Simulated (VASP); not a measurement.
Input of a VASP 6.6.1 run:

POSCAR

```
K
1.0
    4.7650716694      0.0000000000      0.0000000000
   -2.3825358347      4.1266731166      0.0000000000
    0.0000000000      0.0000000000     15.5625820360
K
4
Direct
    0.0000000000      0.0000000000      0.0000000000
    0.0000000000      0.0000000000      0.5000000000
    0.3333333333      0.6666666667      0.2500000000
    0.6666666667      0.3333333333      0.7500000000
```

The input INCAR.step1:

```
SYSTEM = K
PREC = Accurate ; ENCUT = 520
ISMEAR = -1 ; SIGMA = 0.1
LREAL = .FALSE. ; LASPH = .TRUE.
NELM = 100 ; NBANDS = 26
GGA = PE ; ALGO = Normal
EDIFF = 1E-4 ; LWAVE = .TRUE.
LCHARG = .FALSE.
```

The input INCAR.step2:

```
SYSTEM = K
PREC = Accurate ; ENCUT = 520
EDIFF = 1E-6 ; ISMEAR = -1
SIGMA = 0.1 ; LREAL = .FALSE.
LASPH = .TRUE. ; NELM = 100
ALGO = Normal ; ISIF = 2
LWAVE = .FALSE. ; LCHARG = .TRUE.
METAGGA = R2SCAN ; LMIXTAU = .TRUE.
LELF = .TRUE. ; LVHAR = .TRUE.
NBANDS = 26 ; ISTART = 1
```

File KPOINTS:

```
regular mesh
0
G
  8 8 2
  0 0 0
```

Potentials or basis: VASP PAW PBE potentials, release 64 (K_sv).

Launch:

```sh
$ cat potpaw_PBE.64/K_sv/POTCAR > POTCAR
$ cp INCAR.step1 INCAR
$ mpirun -np 1 vasp_std > vasp.out
$ cp INCAR.step2 INCAR
$ mpirun -np 1 vasp_std > vasp.out
```

Problem. What does it give for the band gap on the k mesh?

Solution. Zero (bands 18 and 19 overlap by 2.19 eV).

Problem. What does it give for the pressure?

Solution. 0.0 GPa.

Caveat: the PAW data sets were made with another functional, which shifts forces and pressure a little.
